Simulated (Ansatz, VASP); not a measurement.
## One calculation of CdTe, two programs

Contents of INCAR:

```
SYSTEM = CdTe
ALGO     = Normal         ! electronic algorithm
EDIFF    = 1E-6           ! SCF threshold, eV
ENCUT    = 500            ! plane-wave cutoff, eV
GGA_COMPAT= .FALSE.      
ISIF     = 2              ! what is computed and relaxed
ISMEAR   = -1             ! smearing method
LASPH    = .TRUE.         ! aspherical terms in the spheres
LCHARG   = .TRUE.         ! write CHGCAR
LELF     = .TRUE.         ! ELF
LREAL    = .FALSE.        ! projectors in reciprocal space
LVHAR    = .TRUE.       
LWAVE    = .FALSE.        ! write WAVECAR
NBANDS   = 26             ! bands
NELM     = 120            ! most SCF steps
PREC     = Accurate       ! precision mode
SIGMA    = 0.1            ! smearing width, eV
```

The input KPOINTS:

```
k-points
0
G
  6 6 4
  0 0 0
```

File POSCAR:

```
CdTe
1.0
    3.0855915320     -3.1151036966      0.0000000000
    3.0855915320      3.1151036966      0.0000000000
    0.0000000000      0.0000000000      6.1309886192
Cd Te
2 2
Direct
    0.2770300000      0.7229700000      0.7500000000
    0.7229700000      0.2770300000      0.2500000000
    0.7661370000      0.2338630000      0.7500000000
    0.2338630000      0.7661370000      0.2500000000
```

Input for Ansatz:

```yaml
crystal:
  lattice:
    - [3.0855915320102287, -3.115103696609112, 0.0]
    - [3.0855915320102287, 3.115103696609112, 0.0]
    - [0.0, 0.0, 6.130988619227722]
  atoms:
    - { symbol: Cd, position: [0.27703, 0.72297, 0.75] }
    - { symbol: Cd, position: [0.72297, 0.27703, 0.25] }
    - { symbol: Te, position: [0.766137, 0.233863, 0.75] }
    - { symbol: Te, position: [0.233863, 0.766137, 0.25] }
basis:
  ecutwfc: 500.0
kpoints:
  mp_grid:
    grid: [6, 6, 4]
hamiltonian:
  xc: lda
scf:
  occupations:
    method: fermi_dirac
    width: 0.1
output:
  stress: true
```

Alike in both runs: task single point; functional LDA; k mesh 6 × 6 × 4; occupations fermi-dirac, width 0.1 eV; no spin polarisation.

|  | VASP | Ansatz |
| --- | --- | --- |
| version | VASP 6.6.1 | Ansatz 0.2.0 |
| potentials or method | VASP PAW LDA potentials, release 64 (Cd, Te), cutoff 500 eV | plane waves, PAW |
| valence electrons in the cell | 36 | 72 |

```tsv
	VASP	Ansatz	Ansatz less VASP
pressure (GPa)	-5.3	-5.5	-0.21
```

LDA's correlation is that of Perdew and Zunger in VASP and of Perdew and Wang (1992) in Ansatz. VASP's potentials hold 36 valence electrons a cell and Ansatz's 72, so a difference there can come from the potentials and not from the codes.

Neither program's run includes spin-orbit coupling.
